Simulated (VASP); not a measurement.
# Al2O3 (R-3c) in VASP: a series of runs

Aim: see how the results for Al2O3 move with the level of theory and the settings. Levels: r2SCAN, PBE. Tasks: single point, relaxation of cell and atoms.

Everything below comes from runs of VASP 6.6.1. Logs are shortened: lines on timing, memory, paths and dates and some standing lists are left out, and cuts for length are marked.

## 1. The cell of the first run

It takes space group R-3c (No. 167, trigonal). The conventional cell has a = 4.759 Å, b = 4.759 Å, c = 12.995 Å, α = 90.00°, β = 90.00°, γ = 120.00°. Al (site symmetry 3) has 6 O at 1.86 to 1.97 Å within 2.5 Å. Within 2.9 Å of O (site symmetry 2) lie 4 Al at 1.86 to 1.97 Å and 12 O at 2.53 to 2.87 Å.

## 2. Single point, r2SCAN

The input, POSCAR:

```
Al2O3
1.0
    2.3793614134      1.3737249525      4.3315939879
   -2.3793614134      1.3737249525      4.3315939879
    0.0000000000     -2.7474499051      4.3315939879
Al O
4 6
Direct
    0.8519115234      0.8519115234      0.8519115234
    0.3519115234      0.3519115234      0.3519115234
    0.1480884766      0.1480884766      0.1480884766
    0.6480884766      0.6480884766      0.6480884766
    0.4436339008      0.0563660992      0.7500000000
    0.0563660992      0.7500000000      0.4436339008
    0.5563660992      0.9436339008      0.2500000000
    0.2500000000      0.5563660992      0.9436339008
    0.9436339008      0.2500000000      0.5563660992
    0.7500000000      0.4436339008      0.0563660992
```

The input, INCAR.step1:

```
SYSTEM = Al2O3
ALGO = Normal
EDIFF = 1E-4
ENCUT = 520
GGA = PE
ISMEAR = 0
LASPH = .TRUE.
LCHARG = .FALSE.
LREAL = .FALSE.
LWAVE = .TRUE.
NBANDS = 35
NELM = 60
PREC = Accurate
SIGMA = 0.01
```

The input, INCAR.step2:

```
SYSTEM = Al2O3
ALGO = Normal
EDIFF = 1E-6
ENCUT = 520
ISIF = 2
ISMEAR = 0
ISTART = 1
LASPH = .TRUE.
LCHARG = .FALSE.
LMIXTAU = .TRUE.
LREAL = .FALSE.
LWAVE = .FALSE.
METAGGA = R2SCAN
NBANDS = 35
NELM = 60
PREC = Accurate
SIGMA = 0.01
```

The input, KPOINTS:

```
k-points
0
G
  6 6 6
  0 0 0
```

Potentials or basis: VASP PAW PBE potentials, release 64 (Al, O).

On the command line:

```bash
cat potpaw_PBE.64/Al/POTCAR potpaw_PBE.64/O/POTCAR > POTCAR
cp INCAR.step1 INCAR
mpirun -np 1 vasp_std > vasp.out
cp INCAR.step2 INCAR
mpirun -np 1 vasp_std > vasp.out
```

OUTCAR:

```text
SYSTEM = Al2O3
   EDIFF = 1E-6
   ENCUT = 520
   ISIF = 2
   ISMEAR = 0
   ISTART = 1
   LASPH = .TRUE.
   LREAL = .FALSE.
   METAGGA = R2SCAN
   NELM = 60
   PREC = Accurate

 ion  position               nearest neighbor table
   1  0.852  0.852  0.852-   8 1.86   9 1.86   7 1.86  10 1.97   5 1.97   6 1.97   4 2.65   3 2.79
                             3 2.79   3 2.79   4 3.22   4 3.22   4 3.22
   2  0.352  0.352  0.352-   6 1.86  10 1.86   5 1.86   9 1.97   7 1.97   8 1.97   3 2.65   4 2.79
                             4 2.79   4 2.79   3 3.22   3 3.22   3 3.22
   3  0.148  0.148  0.148-  10 1.86   6 1.86   5 1.86   8 1.97   7 1.97   9 1.97   2 2.65   1 2.79
                             1 2.79   1 2.79   2 3.22   2 3.22   2 3.22
   4  0.648  0.648  0.648-   9 1.86   8 1.86   7 1.86   6 1.97   5 1.97  10 1.97   1 2.65   2 2.79
                             2 2.79   2 2.79   1 3.22   1 3.22   1 3.22
   5  0.444  0.056  0.750-   2 1.86   3 1.86   1 1.97   4 1.97
   6  0.056  0.750  0.444-   2 1.86   3 1.86   4 1.97   1 1.97
   7  0.556  0.944  0.250-   1 1.86   4 1.86   3 1.97   2 1.97
   8  0.250  0.556  0.944-   1 1.86   4 1.86   3 1.97   2 1.97
   9  0.944  0.250  0.556-   4 1.86   1 1.86   2 1.97   3 1.97
  10  0.750  0.444  0.056-   3 1.86   2 1.86   1 1.97   4 1.97

  LATTYP: Found a trigonal (rhomboedric) cell.
 ALAT       =     5.1294431917
 COS(alpha) =     0.5696613279

  Lattice vectors:

 A1 = (   2.3793614134,   1.3737249525,   4.3315939879)
 A2 = (  -2.3793614134,   1.3737249525,   4.3315939879)
 A3 = (   0.0000000000,  -2.7474499051,   4.3315939879)

Analysis of symmetry for initial positions (statically):
=====================================================================
 Subroutine PRICEL returns:
 Original cell was already a primitive cell.

 Routine SETGRP: Setting up the symmetry group for a
 trigonal (rhombohedral) supercell.

 Subroutine GETGRP returns: Found 12 space group operations
 (whereof  6 operations were pure point group operations)
 out of a pool of 12 trial point group operations.

The static configuration has the point symmetry S_6 .
 The point group associated with its full space group is D_3d.

Analysis of symmetry for dynamics (positions and initial velocities):
=====================================================================
 Subroutine PRICEL returns:
 Original cell was already a primitive cell.

 Routine SETGRP: Setting up the symmetry group for a
 trigonal (rhombohedral) supercell.

 Subroutine GETGRP returns: Found 12 space group operations
 (whereof  6 operations were pure point group operations)
 out of a pool of 12 trial point group operations.

The dynamic configuration has the point symmetry S_6 .
 The point group associated with its full space group is D_3d.

 Subroutine INISYM returns: Found 12 space group operations
 (whereof  6 operations are pure point group operations),
 and found     1 'primitive' translations

----------------------------------------------------------------------------------------

                                     Primitive cell

  volume of cell :      84.9492

  direct lattice vectors                    reciprocal lattice vectors
     2.379361413  1.373724952  4.331593988     0.210140417  0.121324626  0.076953965
    -2.379361413  1.373724952  4.331593988    -0.210140417  0.121324626  0.076953965
     0.000000000 -2.747449905  4.331593988     0.000000000 -0.242649253  0.076953965

  length of vectors
     5.129443192  5.129443192  5.129443192     0.254559566  0.254559566  0.254559566

  position of ions in fractional coordinates (direct lattice)
     0.851911523  0.851911523  0.851911523
     0.351911523  0.351911523  0.351911523
     0.148088477  0.148088477  0.148088477
     0.648088477  0.648088477  0.648088477
     0.443633901  0.056366099  0.750000000
     0.056366099  0.750000000  0.443633901
     0.556366099  0.943633901  0.250000000
     0.250000000  0.556366099  0.943633901
     0.943633901  0.250000000  0.556366099
     0.750000000  0.443633901  0.056366099

  ion indices of the primitive-cell ions
   primitive index   ion index
                 1           1
                 2           2
                 3           3
                 4           4
                 5           5
                 6           6
                 7           7
                 8           8
                 9           9
                10          10

----------------------------------------------------------------------------------------

 KPOINTS: k-points

Automatic generation of k-mesh.
 Grid dimensions read from file:
 generate k-points for:    6    6    6

 Generating k-lattice:

  Cartesian coordinates                     Fractional coordinates (reciprocal lattice)
     0.035023403  0.020220771  0.012825661     0.166666667  0.000000000  0.000000000
    -0.035023403  0.020220771  0.012825661     0.000000000  0.166666667  0.000000000
     0.000000000 -0.040441542  0.012825661     0.000000000  0.000000000  0.166666667

  Length of vectors
     0.042426594  0.042426594  0.042426594

  Shift w.r.t. Gamma in fractional coordinates (k-lattice)
     0.000000000  0.000000000  0.000000000

 Subroutine IBZKPT returns following result:
 ===========================================

 Found     32 irreducible k-points:

 Following reciprocal coordinates:
            Coordinates               Weight
  0.000000  0.000000  0.000000      1.000000
  0.166667  0.000000  0.000000      6.000000
  0.333333  0.000000  0.000000      6.000000
  0.500000  0.000000  0.000000      3.000000
  0.166667  0.166667  0.000000      6.000000
  0.333333  0.166667  0.000000     12.000000
[... 16 lines left out ...]
  0.500000  0.500000  0.166667      6.000000
 -0.333333  0.500000  0.166667     12.000000
 [... further k-points ...]
   k-points           NKPTS =     32   k-points in BZ     NKDIM =     32   number of bands    NBANDS=     35
   number of dos      NEDOS =    301   number of ions     NIONS =     10
   total plane-waves  NPLWV =  64000
   dimension x,y,z NGX =    40 NGY =   40 NGZ =   40
   dimension x,y,z NGXF=    80 NGYF=   80 NGZF=   80
   ions per type =               4   6
   NGX,Y,Z   is equivalent  to a cutoff of  12.96, 12.96, 12.96 a.u.
   NGXF,Y,Z  is equivalent  to a cutoff of  25.93, 25.93, 25.93 a.u.
 SYSTEM =  Al2O3
   PREC   = accura    normal or accurate (medium, high low for compatibility)
   ISTART =      1    job   : 0-new  1-cont  2-samecut
   ICHARG =      0    charge: 1-file 2-atom 10-const
   ISPIN  =      1    spin polarized calculation?
   LNONCOLLINEAR =      F non collinear calculations
   LSORBIT =      F    spin-orbit coupling
   LASPH  =      T    aspherical Exc in radial PAW
   ENCUT  =  520.0 eV  38.22 Ry    6.18 a.u.   9.54  9.54  9.54*2*pi/ulx,y,z
   NELM   =     60;   NELMIN=  2; NELMDL=  0     # of ELM steps
   EDIFF  = 0.1E-05   stopping-criterion for ELM
   LREAL  =      F    real-space projection
   EDIFFG = 0.1E-04   stopping-criterion for IOM
   NSW    =      0    number of steps for IOM
   IBRION =     -1    ionic relax: 0-MD 1-quasi-New 2-CG
   NFREE  =      0    steps in history (QN), initial steepest desc. (CG)
   ISIF   =      2    stress and relaxation
   ISYM   =      2    0-nonsym 1-usesym 2-fastsym
   POTIM  = 0.5000    time-step for ionic-motion
   TEBEG  =    0.0;   TEEND  =   0.0 temperature during run
   PSTRESS=    0.0 pullay stress
   NELECT =      48.0000    total number of electrons
   NUPDOWN=      -1.0000    fix difference up-down
   EMIN   =  10.00;   EMAX   =-10.00  energy-range for DOS
   EFERMI =   0.00;   METHOD = LEGACY
   ISMEAR =     0;   SIGMA  =   0.01  broadening in eV -4-tet -1-fermi 0-gaus
   EFERMI_NEDOS =   21; number of points for ismear=-14 and -15
   IALGO  =     38    algorithm
   IMIX   =      4    mixing-type and parameters
     AMIX     =   0.40;   BMIX     =  1.00
     AMIX_MAG =   1.60;   BMIX_MAG =  1.00
  volume/ion in A,a.u.               =       8.49        57.33
  Fermi-wavevector in a.u.,A,eV,Ry     =   1.353429  2.557610 24.922749  1.831770
  Thomas-Fermi vector in A             =   2.480685
   LORBIT       =      0    0 simple, 1 ext, 2 COOP (PROOUT), +10 PAW based schemes
   METAGGA = R2SCAN    functional components
   LHFCALC =     F    Hartree Fock is set to
   AEXX    =    0.0000 exact exchange contribution
   IVDW    =     0    specifies the selected vdW correction
   LEPSILON=     F    determine dielectric tensor
   LRPA    =     F    only Hartree local field effects (RPA)
 non-spin polarized calculation
 Gauss-broadening in eV      SIGMA  =   0.01
  energy-cutoff  :      520.00
  volume of cell :       84.95
 maximum number of plane-waves:      2308
 NGX is ok and might be reduce to    40
   NGX = 19   NGY = 19   NGZ = 19

 number of electron      48.0000013 magnetization

 Free energy of the ion-electron system (eV)
  ---------------------------------------------------
  ext. energy  EPLUGINS =         0.00000000
  ---------------------------------------------------
  free energy    TOTEN  =       -96.26962283 eV

  energy without entropy =      -96.26962283  energy(sigma->0) =      -96.26962283

 E-fermi :   5.8426     XC(G=0): -12.2312

 val. band max:        5.7407117102   @ k =   0.0000   0.0000   0.0000
 cond. band min:      12.8968916121   @ k =   0.0000   0.0000   0.0000
 fundamental gap:      7.1561799019
 Fermi energy:         5.8425662509

 k-point     1 :       0.0000    0.0000    0.0000
  band No.  band energies     occupation
      1     -14.4647      2.00000
      2     -12.1731      2.00000
      3     -11.8973      2.00000
      4     -11.8973      2.00000
      5     -11.5883      2.00000
      6     -11.5883      2.00000
[... 27 lines left out ...]
     34      20.6497      0.00000
     35      21.5891      0.00000

 k-point     2 :       0.1667    0.0000    0.0000
  band No.  band energies     occupation
      1     -14.3216      2.00000
      2     -12.2445      2.00000
      3     -11.9746      2.00000
      4     -11.9241      2.00000
      5     -11.6537      2.00000
      6     -11.5979      2.00000
[... 27 lines left out ...]
     34      19.8976      0.00000
     35      21.2365      0.00000
[... 796 lines left out ...]
     34      20.2332      0.00000
     35      20.6680      0.00000

 k-point    24 :      -0.3333    0.5000    0.1667
  band No.  band energies     occupation
      1     -13.1733      2.00000
      2     -12.8056      2.00000
      3     -12.5522      2.00000
      4     -12.3391      2.00000
      5     -11.7666      2.00000
      6     -11.5651      2.00000
[... 27 lines left out ...]
     34      20.2608      0.00000
     35      20.4571      0.00000

 [... further k-points ...]
[... 5 lines left out ...]
  --------------------------------------------------------------------------------------
  -------------------------------------------------------------------------------------
  Total       -0.2346996     -0.2346996     -0.2816642      0.0000000      0.0000000      0.0000000
  in kB       -4.4265325     -4.4265325     -5.3123057      0.0000000      0.0000000      0.0000000
  external PRESSURE =      -4.7217902 kB  Pullay stress =       0.0000000 kB

 VOLUME and BASIS-vectors are now :
 -----------------------------------------------------------------------------
  energy-cutoff  :      520.00
  volume of cell :       84.95
      direct lattice vectors                 reciprocal lattice vectors
     2.379361413  1.373724952  4.331593988     0.210140417  0.121324626  0.076953965
    -2.379361413  1.373724952  4.331593988    -0.210140417  0.121324626  0.076953965
     0.000000000 -2.747449905  4.331593988     0.000000000 -0.242649253  0.076953965

 POSITION                                       TOTAL-FORCE (eV/Angst)
 -----------------------------------------------------------------------------------
      0.00000     -0.00000     11.07040        -0.000000      0.000000     -0.018901
      0.00000     -0.00000      4.57301        -0.000000      0.000000     -0.018901
      0.00000     -0.00000      1.92438        -0.000000     -0.000000      0.018901
      0.00000     -0.00000      8.42177        -0.000000     -0.000000      0.018901
      0.92145     -1.37372      5.41449         0.012542     -0.000000      0.000000
     -1.65041     -0.11114      5.41449        -0.006271     -0.010862      0.000000
     -0.92145      1.37372      7.58029        -0.012542     -0.000000      0.000000
     -0.72896     -1.48486      7.58029         0.006271     -0.010862      0.000000
      1.65041      0.11114      7.58029         0.006271      0.010862      0.000000
      0.72896      1.48486      5.41449        -0.006271      0.010862      0.000000
 -----------------------------------------------------------------------------------
    total drift:                               -0.000000      0.000000     -0.000000

  FREE ENERGIE OF THE ION-ELECTRON SYSTEM (eV)
  ---------------------------------------------------
  free  energy   TOTEN  =       -96.2696228289 eV

  energy  without entropy=      -96.2696228289  energy(sigma->0) =      -96.26962283
```

Wall time 10 min (1 thread of Intel Xeon 8259CL, shared host); peak memory 0.29 GiB.

What came out:

* Free energy: -96.2696 eV
* Pressure: -0.5 GPa
* Largest force: 0.019 eV/Å
* Band gap on the k mesh: 7.16 eV

Forces on the atoms (eV/Å):
```
Al   0.000  0.000 -0.019
Al   0.000  0.000 -0.019
Al   0.000  0.000  0.019
Al   0.000  0.000  0.019
O    0.013  0.000  0.000
O   -0.006 -0.011  0.000
O   -0.013  0.000  0.000
O    0.006 -0.011  0.000
O    0.006  0.011  0.000
O   -0.006  0.011  0.000
```

Stress tensor (GPa, compression positive):
```
-0.44  0.00  0.00
 0.00 -0.44  0.00
 0.00  0.00 -0.53
```

Caveat: the PAW data sets were made with another functional, which shifts forces and pressure a little.

(Continued in part 2 of 2.)
